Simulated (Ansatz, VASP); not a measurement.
**InSe: VASP beside Ansatz**

```
In Se
1.0
     5.74189   -2.06238   -0.13064
     5.74189    2.06238   -0.13064
    -1.66235    0.00000    5.46037
In Se
2 2
Direct
  0.89297 0.88283 0.05330
  0.10703 0.11717 0.94670
  0.67610 0.65656 0.69521
  0.32390 0.34344 0.30479
```

Change from the starting cell: mode 4 frozen in at +0.000 Å and mode 10 at -0.040 Å (largest displacements).

Alike in both runs: task single point; functional PBE; k mesh 8 × 8 × 6; occupations gaussian, width 0.05 eV; no spin polarisation.

```csv
,VASP,Ansatz
version,VASP 6.6.1,Ansatz 0.2.0
potentials or method,"VASP PAW PBE potentials, release 64 (In_d, Se), cutoff 520 eV","scalar-relativistic, plane waves, PAW"
valence electrons in the cell,38,58
```

|  | VASP | Ansatz | Ansatz less VASP |
| --- | --- | --- | --- |
| gap on the k mesh at the Fermi level (eV) | 1.07 | 1.07 | +0.007 |
| least direct gap on the mesh (eV) | 1.21 | 1.21 | +0.006 |
| pressure (GPa) | 0.1 | 0.1 | -0.03 |
| traceless stress, the component that is largest in VASP (GPa) | -1.02 | -1.02 | +0.005 |
| rms of the force components (eV/Å) | 0.154 | 0.152 | -0.0016 |

Atom by atom the forces differ by 0.008 eV/Å (rms over components). With one functional, cell and mesh, what is left measures potentials, basis and numerics. VASP's potentials hold 38 valence electrons a cell and Ansatz's 58, so a difference there can come from the potentials and not from the codes.
